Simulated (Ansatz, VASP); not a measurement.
**One calculation of Yb, two programs**

```
Yb
1.0
     0.00000    2.74310    2.74310
     2.74310    0.00000    2.74310
     2.74310    2.74310    0.00000
Yb
1
Direct
  0.00000 0.00000 0.00000
```

Alike in both runs: task single point; functional PBE; k mesh 12 × 12 × 12; occupations fermi-dirac, width 0.05 eV; no spin polarisation.

```csv
,VASP,Ansatz
version,VASP 6.6.1,Ansatz 0.2.0
potentials or method,"VASP PAW PBE potentials, release 64 (Yb), cutoff 520 eV","all-electron LAPW, scalar-relativistic"
```

|  | VASP | Ansatz | Ansatz less VASP |
| --- | --- | --- | --- |
| pressure (GPa) | -2.3 | -2.1 | +0.20 |

Ansatz ran all-electron here, and VASP with PAW potentials.

Spin-orbit coupling is off throughout.
